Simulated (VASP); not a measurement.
# CdS (P6_3mc) in VASP: further runs

CdS is run at these levels: LDA; tasks: electric field gradients.

All numbers are computed with VASP 6.6.1; they aren't measurements. Logs are shortened: lines on timing, memory, paths and dates and some standing lists are left out, and cuts for length are marked.

**1. The cell of the first run**

Symmetry: P6_3mc, No. 186, hexagonal system. Conventional cell: a = 4.107 Å, b = 4.107 Å, c = 6.704 Å, α = 90.00°, β = 90.00°, γ = 120.00°. Within 3.3 Å of Cd (site symmetry 3m) lie 4 S at 2.49 to 2.58 Å. Within 3.3 Å of S (site symmetry 3m) lie 4 Cd at 2.49 to 2.58 Å.

**2. Electric field gradients, LDA (volume scaled by 0.98)**

INCAR

```
ALGO     = Normal         # electronic algorithm
EDIFF    = 1E-8           # SCF threshold, eV
ENCUT    = 520            # plane-wave cutoff, eV
ISIF     = 2              # what is computed and relaxed
ISMEAR   = -1             # smearing method
LASPH    = T              # aspherical terms in the spheres
LCHARG   = F              # write CHGCAR
LEFG     = T            
LREAL    = F              # projectors in reciprocal space
LWAVE    = F              # write WAVECAR
NBANDS   = 26             # bands
NELM     = 100            # most SCF steps
PREC     = Accurate       # precision mode
SIGMA    = 0.02           # smearing width, eV
```

KPOINTS

```
k-points
0
Gamma
  8 8 4
```

POSCAR

```
CdS
1.0
    4.1070480370      0.0000000000      0.0000000000
   -2.0535240185      3.5568079346      0.0000000000
    0.0000000000      0.0000000000      6.7037033332
Cd S
2 2
Direct
    0.3333333333      0.6666666667      0.0000000000
    0.6666666667      0.3333333333      0.5000000000
    0.3333333333      0.6666666667      0.3850000000
    0.6666666667      0.3333333333      0.8850000000
```

Potentials or basis: VASP PAW LDA potentials, release 64 (Cd, S).

Started as:

```sh
$ cat potpaw_LDA.64/Cd/POTCAR potpaw_LDA.64/S/POTCAR > POTCAR
$ mpirun -np 1 vasp_std > vasp.out
```

OUTCAR:

```text
EDIFF = 1E-8
   ENCUT = 520
   ISIF = 2
   ISMEAR = -1
   LASPH = T
   LREAL = F
   NELM = 100
   PREC = Accurate

 ion  position               nearest neighbor table
   1  0.333  0.667  0.000-   4 2.49   4 2.49   4 2.49   3 2.58
   2  0.667  0.333  0.500-   3 2.49   3 2.49   3 2.49   4 2.58
   3  0.333  0.667  0.385-   2 2.49   2 2.49   2 2.49   1 2.58
   4  0.667  0.333  0.885-   1 2.49   1 2.49   1 2.49   2 2.58

  LATTYP: Found a hexagonal cell.
 ALAT       =     4.1070480370
 C/A-ratio  =     1.6322437120

  Lattice vectors:

 A1 = (   4.1070480370,   0.0000000000,   0.0000000000)
 A2 = (  -2.0535240185,   3.5568079346,   0.0000000000)
 A3 = (   0.0000000000,   0.0000000000,   6.7037033332)

Analysis of symmetry for initial positions (statically):
=====================================================================
 Subroutine PRICEL returns:
 Original cell was already a primitive cell.

 Routine SETGRP: Setting up the symmetry group for a
 hexagonal supercell.

 Subroutine GETGRP returns: Found 12 space group operations
 (whereof  6 operations were pure point group operations)
 out of a pool of 24 trial point group operations.

The static configuration has the point symmetry C_3v.
 The point group associated with its full space group is C_6v.

Analysis of symmetry for dynamics (positions and initial velocities):
=====================================================================
 Subroutine PRICEL returns:
 Original cell was already a primitive cell.

 Routine SETGRP: Setting up the symmetry group for a
 hexagonal supercell.

 Subroutine GETGRP returns: Found 12 space group operations
 (whereof  6 operations were pure point group operations)
 out of a pool of 24 trial point group operations.

The dynamic configuration has the point symmetry C_3v.
 The point group associated with its full space group is C_6v.

 Subroutine INISYM returns: Found 12 space group operations
 (whereof  6 operations are pure point group operations),
 and found     1 'primitive' translations

----------------------------------------------------------------------------------------

                                     Primitive cell

[... 133 lines left out ...]

 Free energy of the ion-electron system (eV)
  ---------------------------------------------------
  ext. energy  EPLUGINS =         0.00000000
  ---------------------------------------------------
  free energy    TOTEN  =       -14.79509561 eV

  energy without entropy =      -14.79509561  energy(sigma->0) =      -14.79509561

 E-fermi :   1.6911     XC(G=0):  -9.6391

 val. band max:        1.2367097418   @ k =   0.0000   0.0000   0.0000
 cond. band min:       2.2539604075   @ k =   0.0000   0.0000   0.0000
 fundamental gap:      1.0172506656
 Fermi energy:         1.6911466034

 k-point     1 :       0.0000    0.0000    0.0000
  band No.  band energies     occupation
      1     -11.2070      2.00000
      2     -10.7607      2.00000
      3      -6.5920      2.00000
      4      -6.5920      2.00000
      5      -6.5200      2.00000
      6      -6.5200      2.00000
[... 685 lines left out ...]
     25       9.4991      0.00000
     26       9.4991      0.00000

 [... further k-points ...]
[... 5 lines left out ...]
  --------------------------------------------------------------------------------------
  -------------------------------------------------------------------------------------
  Total       -0.2020161     -0.2020161     -1.5395873      0.0000000     -0.0000000      0.0000000
  in kB       -3.3051536     -3.3051536    -25.1889418      0.0000000     -0.0000000      0.0000000
  external PRESSURE =     -10.5997497 kB  Pullay stress =       0.0000000 kB

 VOLUME and BASIS-vectors are now :
 -----------------------------------------------------------------------------
  energy-cutoff  :      520.00
  volume of cell :       97.93
      direct lattice vectors                 reciprocal lattice vectors
     4.107048037  0.000000000  0.000000000     0.243483882  0.140575485  0.000000000
    -2.053524019  3.556807935  0.000000000     0.000000000  0.281150970  0.000000000
     0.000000000  0.000000000  6.703703333     0.000000000  0.000000000  0.149171279

 POSITION                                       TOTAL-FORCE (eV/Angst)
 -----------------------------------------------------------------------------------
     -0.00000      2.37121      0.00000         0.000000      0.000000      0.268471
      2.05352      1.18560      3.35185        -0.000000     -0.000000      0.268471
     -0.00000      2.37121      2.58093        -0.000000      0.000000     -0.268471
      2.05352      1.18560      5.93278         0.000000     -0.000000     -0.268471
 -----------------------------------------------------------------------------------
    total drift:                               -0.000000      0.000000      0.000243

  FREE ENERGIE OF THE ION-ELECTRON SYSTEM (eV)
  ---------------------------------------------------
  free  energy   TOTEN  =       -14.7950956149 eV

  energy  without entropy=      -14.7950956149  energy(sigma->0) =      -14.79509561

 Electric field gradients (V/A^2)
---------------------------------------------------------------------
 ion       V_xx      V_yy      V_zz      V_xy      V_xz      V_yz
---------------------------------------------------------------------
   1     -18.387   -18.388    36.776    -0.001    -0.000     0.000
   2     -18.387   -18.388    36.776    -0.001     0.000    -0.000
   3       3.319     3.320    -6.639     0.000    -0.000     0.000
   4       3.319     3.320    -6.639     0.000     0.000    -0.000
---------------------------------------------------------------------

 Electric field gradients after diagonalization (V/A^2)
 (convention: |V_zz| > |V_xx| > |V_yy|)
----------------------------------------------------------------------
 ion       V_xx      V_yy      V_zz     asymmetry (V_yy - V_xx)/ V_zz
----------------------------------------------------------------------
   1     -18.388   -18.387    36.776       0.000
   2     -18.388   -18.387    36.776       0.000
   3       3.320     3.319    -6.639       0.000
   4       3.320     3.319    -6.639       0.000
----------------------------------------------------------------------

           NMR quadrupolar parameters

 Cq : quadrupolar parameter    Cq=e*Q*V_zz/h
 eta: asymmetry parameters     (V_yy - V_xx)/ V_zz
 Q  : nuclear electric quadrupole moment in mb (millibarn)
----------------------------------------------------------------------
 ion       Cq(MHz)       eta       Q (mb)
----------------------------------------------------------------------
   1       0.089       0.000       1.000
   2       0.089       0.000       1.000
   3      -0.016       0.000       1.000
   4      -0.016       0.000       1.000
----------------------------------------------------------------------
```

stdout:

```text
POSCAR found type information on POSCAR CdS
 POSCAR found :  2 types and       4 ions
 scaLAPACK will be used
 LDA part: xc-table for (Slater(with rela. corr.)+CA(PZ))
 , standard interpolation
 POSCAR, INCAR and KPOINTS ok, starting setup
 FFT: planning ... GRIDC
 FFT: planning ... GRID_SOFT
 FFT: planning ... GRID
 WAVECAR not read
 entering main loop
ion   1

ion   2

ion   3

ion   4
```

It took 74 s on 1 thread of Intel Xeon Platinum 8488C (Sapphire Rapids), shared host; peak memory 0.21 GiB.

Results:

| Property | Result |
| --- | --- |
| Free energy | -14.7951 eV |
| Pressure | -1.1 GPa |
| Largest force | 0.268 eV/Å |
| Band gap on the k mesh | 1.02 eV, direct |

Forces on the atoms (eV/Å):
```
Cd   0.000  0.000  0.268
Cd   0.000  0.000  0.268
S    0.000  0.000 -0.268
S    0.000  0.000 -0.268
```

Levels at points of the mesh, in eV from the valence-band top:
```csv
k point,band 16,band 17,band 18,band 19,band 20,band 21
"(0.00, 0.00, 0.00)",-0.05,0.00,0.00,1.02,2.52,6.30
"(0.50, 0.00, 0.00)",-1.97,-1.31,-0.88,3.57,3.65,4.90
"(0.00, 0.00, 0.50)",-0.38,-0.38,-0.38,2.65,2.65,5.94
"(0.50, 0.00, 0.50)",-1.46,-1.35,-1.35,3.29,3.29,5.13
```

Electric field gradients, principal values (V/Å²):
| atom | least | middle | greatest (by size) |
| --- | --- | --- | --- |
| 1 Cd | -18.387 | -18.388 | 36.776 |
| 2 Cd | -18.387 | -18.388 | 36.776 |
| 3 S | 3.319 | 3.320 | -6.639 |
| 4 S | 3.319 | 3.320 | -6.639 |

Caveat: without QUAD_EFG the Cq values of the log hold for a quadrupole moment of 1 mb, not for the nuclei.

**3. Electric field gradients, LDA (volume scaled by 1.01)**

INCAR

```
PREC     = Accurate       # precision mode
ENCUT    = 520            # plane-wave cutoff, eV
EDIFF    = 1E-8           # SCF threshold, eV
ISMEAR   = -1             # smearing method
SIGMA    = 0.02           # smearing width, eV
LREAL    = F              # projectors in reciprocal space
LASPH    = T              # aspherical terms in the spheres
NELM     = 60             # most SCF steps
ALGO     = Normal         # electronic algorithm
ISIF     = 2              # what is computed and relaxed
LWAVE    = F              # write WAVECAR
LCHARG   = F              # write CHGCAR
LEFG     = T            
NBANDS   = 26             # bands
```

KPOINTS

```
regular mesh
0
Gamma
  8 8 4
```

POSCAR

```
CdS
1.0
    4.1485361787      0.0000000000      0.0000000000
   -2.0742680894      3.5927377193      0.0000000000
    0.0000000000      0.0000000000      6.7714220916
Cd S
2 2
Direct
    0.3333333333      0.6666666667      0.0000000000
    0.6666666667      0.3333333333      0.5000000000
    0.3333333333      0.6666666667      0.3850000000
    0.6666666667      0.3333333333      0.8850000000
```

Potentials or basis: VASP PAW LDA potentials, release 64 (Cd, S).

Started as:

```sh
$ cat potpaw_LDA.64/Cd/POTCAR potpaw_LDA.64/S/POTCAR > POTCAR
$ mpirun -np 1 vasp_std > vasp.out
```

OUTCAR:

```text
PREC = Accurate
   ENCUT = 520
   EDIFF = 1E-8
   ISMEAR = -1
   LREAL = F
   LASPH = T
   NELM = 60
   ISIF = 2

 ion  position               nearest neighbor table
   1  0.333  0.667  0.000-   4 2.52   4 2.52   4 2.52   3 2.61
   2  0.667  0.333  0.500-   3 2.52   3 2.52   3 2.52   4 2.61
   3  0.333  0.667  0.385-   2 2.52   2 2.52   2 2.52   1 2.61
   4  0.667  0.333  0.885-   1 2.52   1 2.52   1 2.52   2 2.61

  LATTYP: Found a hexagonal cell.
 ALAT       =     4.1485361787
 C/A-ratio  =     1.6322437120

  Lattice vectors:

 A1 = (   4.1485361787,   0.0000000000,   0.0000000000)
 A2 = (  -2.0742680894,   3.5927377193,   0.0000000000)
 A3 = (   0.0000000000,   0.0000000000,   6.7714220916)

Analysis of symmetry for initial positions (statically):
=====================================================================
 Subroutine PRICEL returns:
 Original cell was already a primitive cell.

 Routine SETGRP: Setting up the symmetry group for a
 hexagonal supercell.
[... 899 lines left out ...]
     -0.00000      2.39516      0.00000         0.000000      0.000000      0.237171
      2.07427      1.19758      3.38571        -0.000000      0.000000      0.237171
     -0.00000      2.39516      2.60700        -0.000000      0.000000     -0.237171
      2.07427      1.19758      5.99271         0.000000     -0.000000     -0.237171
 -----------------------------------------------------------------------------------
    total drift:                               -0.000000     -0.000000     -0.000345

  FREE ENERGIE OF THE ION-ELECTRON SYSTEM (eV)
  ---------------------------------------------------
  free  energy   TOTEN  =       -14.7588657489 eV

  energy  without entropy=      -14.7588657489  energy(sigma->0) =      -14.75886575

 Electric field gradients (V/A^2)
---------------------------------------------------------------------
 ion       V_xx      V_yy      V_zz      V_xy      V_xz      V_yz
---------------------------------------------------------------------
   1     -17.645   -17.644    35.289     0.000     0.000    -0.000
   2     -17.645   -17.644    35.289     0.000    -0.000     0.000
   3       3.595     3.595    -7.190     0.000    -0.000     0.000
   4       3.595     3.595    -7.190     0.000     0.000    -0.000
---------------------------------------------------------------------

 Electric field gradients after diagonalization (V/A^2)
 (convention: |V_zz| > |V_xx| > |V_yy|)
----------------------------------------------------------------------
 ion       V_xx      V_yy      V_zz     asymmetry (V_yy - V_xx)/ V_zz
----------------------------------------------------------------------
   1     -17.645   -17.644    35.289       0.000
   2     -17.645   -17.644    35.289       0.000
   3       3.595     3.595    -7.190       0.000
   4       3.595     3.595    -7.190       0.000
----------------------------------------------------------------------

           NMR quadrupolar parameters

 Cq : quadrupolar parameter    Cq=e*Q*V_zz/h
 eta: asymmetry parameters     (V_yy - V_xx)/ V_zz
 Q  : nuclear electric quadrupole moment in mb (millibarn)
----------------------------------------------------------------------
 ion       Cq(MHz)       eta       Q (mb)
----------------------------------------------------------------------
   1       0.085       0.000       1.000
   2       0.085       0.000       1.000
   3      -0.017       0.000       1.000
   4      -0.017       0.000       1.000
----------------------------------------------------------------------
```

stdout:

```text
POSCAR found type information on POSCAR CdS
 POSCAR found :  2 types and       4 ions
 scaLAPACK will be used
 LDA part: xc-table for (Slater(with rela. corr.)+CA(PZ))
 , standard interpolation
 POSCAR, INCAR and KPOINTS ok, starting setup
 FFT: planning ... GRIDC
 FFT: planning ... GRID_SOFT
 FFT: planning ... GRID
 WAVECAR not read
 entering main loop
ion   1

ion   2

ion   3

ion   4
```

Run time: 72 s. Hardware: 1 thread of Intel Xeon Platinum 8488C (Sapphire Rapids), shared host; peak memory 0.21 GiB.

What came out:

| Item | Value |
| --- | --- |
| Free energy | -14.7589 eV |
| Pressure | -2.8 GPa |
| Largest force | 0.237 eV/Å |
| Band gap on the k mesh | 0.95 eV, direct |

Forces in eV/Å, atoms in the order of the input:
```
Cd   0.000  0.000  0.237
Cd   0.000  0.000  0.237
S    0.000  0.000 -0.237
S    0.000  0.000 -0.237
```

Levels at points of the mesh, in eV from the valence-band top:
```tsv
k point	band 15	band 16	band 17	band 18	band 19	band 20	band 21	band 22
(0.00, 0.00, 0.00)	-0.70	-0.03	0.00	0.00	0.95	2.49	6.30	6.30
(0.50, 0.00, 0.00)	-2.57	-1.87	-1.23	-0.83	3.51	3.65	4.92	6.16
(0.00, 0.00, 0.50)	-0.36	-0.36	-0.36	-0.36	2.59	2.59	5.91	5.91
(0.50, 0.00, 0.50)	-1.38	-1.38	-1.28	-1.28	3.28	3.28	5.12	5.12
```

Electric field gradients, principal values (V/Å²):
```tsv
atom	least	middle	greatest (by size)
1 Cd	-17.644	-17.645	35.289
2 Cd	-17.644	-17.645	35.289
3 S	3.595	3.595	-7.190
4 S	3.595	3.595	-7.190
```

Caveat: without QUAD_EFG the Cq values of the log hold for a quadrupole moment of 1 mb, not for the nuclei.

**4. Electric field gradients, LDA (volume scaled by 1.01)**

INCAR

```
SYSTEM = CdS
ALGO = Normal
EDIFF = 1E-8
ENCUT = 520
GGA = CA
ISIF = 2
ISMEAR = -1
LASPH = .True.
LCHARG = .False.
LEFG = .True.
LREAL = .False.
LWAVE = .False.
NBANDS = 26
NELM = 80
PREC = Accurate
SIGMA = 0.02
```

KPOINTS

```
k-points
0
Gamma
  8 8 4
  0 0 0
```

POSCAR is that of step 3.

Potentials or basis: VASP PAW LDA potentials, release 64 (Cd, S).

Started as:

```sh
$ cat potpaw_LDA.64/Cd/POTCAR potpaw_LDA.64/S/POTCAR > POTCAR
$ mpirun -np 1 vasp_std > vasp.out
```

OUTCAR:

```text
SYSTEM = CdS
   EDIFF = 1E-8
   ENCUT = 520
   GGA = CA
   ISIF = 2
   ISMEAR = -1
   LASPH = .True.
   LREAL = .False.
   NELM = 80
   PREC = Accurate

 ion  position               nearest neighbor table
   1  0.333  0.667  0.000-   4 2.52   4 2.52   4 2.52   3 2.61
   2  0.667  0.333  0.500-   3 2.52   3 2.52   3 2.52   4 2.61
   3  0.333  0.667  0.385-   2 2.52   2 2.52   2 2.52   1 2.61
   4  0.667  0.333  0.885-   1 2.52   1 2.52   1 2.52   2 2.61

  LATTYP: Found a hexagonal cell.
 ALAT       =     4.1485361787
 C/A-ratio  =     1.6322437120

  Lattice vectors:

[... 925 lines left out ...]
 ion       V_xx      V_yy      V_zz      V_xy      V_xz      V_yz
---------------------------------------------------------------------
   1     -17.645   -17.644    35.289     0.000     0.000    -0.000
   2     -17.645   -17.644    35.289     0.000    -0.000     0.000
   3       3.595     3.595    -7.190     0.000    -0.000     0.000
   4       3.595     3.595    -7.190     0.000     0.000    -0.000
---------------------------------------------------------------------

 Electric field gradients after diagonalization (V/A^2)
 (convention: |V_zz| > |V_xx| > |V_yy|)
----------------------------------------------------------------------
 ion       V_xx      V_yy      V_zz     asymmetry (V_yy - V_xx)/ V_zz
----------------------------------------------------------------------
   1     -17.645   -17.644    35.289       0.000
   2     -17.645   -17.644    35.289       0.000
   3       3.595     3.595    -7.190       0.000
   4       3.595     3.595    -7.190       0.000
----------------------------------------------------------------------

           NMR quadrupolar parameters

 Cq : quadrupolar parameter    Cq=e*Q*V_zz/h
 eta: asymmetry parameters     (V_yy - V_xx)/ V_zz
 Q  : nuclear electric quadrupole moment in mb (millibarn)
----------------------------------------------------------------------
 ion       Cq(MHz)       eta       Q (mb)
----------------------------------------------------------------------
   1       0.085       0.000       1.000
   2       0.085       0.000       1.000
   3      -0.017       0.000       1.000
   4      -0.017       0.000       1.000
----------------------------------------------------------------------
```

OSZICAR:

```text
N       E                     dE             d eps       ncg     rms          rms(c)
DAV:   1     0.248598286765E+03    0.24860E+03   -0.17434E+04  1560   0.127E+03
DAV:   2    -0.163589486810E+01   -0.25023E+03   -0.24095E+03  1668   0.321E+02
DAV:   3    -0.156430136704E+02   -0.14007E+02   -0.13916E+02  1906   0.765E+01
[... 13 lines left out ...]
DAV:  17    -0.147588668909E+02    0.82576E-06   -0.46918E-07  1686   0.322E-03    0.287E-02
DAV:  18    -0.147588661930E+02    0.69792E-06   -0.44056E-07  1592   0.275E-03    0.190E-02
DAV:  19    -0.147588657821E+02    0.41091E-06   -0.65324E-07  1598   0.374E-03    0.618E-03
DAV:  20    -0.147588657480E+02    0.34051E-07   -0.13534E-07  1718   0.175E-03    0.485E-04
DAV:  21    -0.147588657489E+02   -0.84083E-09   -0.15553E-09   812   0.344E-04
   1 F= -.14758866E+02 E0= -.14758866E+02  d E =-.163222E-11
```

Wall time 75 s (1 thread of Intel Xeon Platinum 8488C (Sapphire Rapids), shared host); peak memory 0.21 GiB.

Results:

| Quantity | Value |
| --- | --- |
| Free energy | -14.7589 eV |
| Pressure | -2.8 GPa |
| Largest force | 0.237 eV/Å |
| Band gap on the k mesh | 0.95 eV, direct |

Forces in eV/Å, atoms in the order of the input:
```
Cd   0.000  0.000  0.237
Cd   0.000  0.000  0.237
S    0.000  0.000 -0.237
S    0.000  0.000 -0.237
```

Electric field gradients, principal values (V/Å²):
```csv
atom,least,middle,greatest (by size)
1 Cd,-17.644,-17.645,35.289
2 Cd,-17.644,-17.645,35.289
3 S,3.595,3.595,-7.190
4 S,3.595,3.595,-7.190
```

Caveat: without QUAD_EFG the Cq values of the log hold for a quadrupole moment of 1 mb, not for the nuclei.

[end of part 1 of 2]
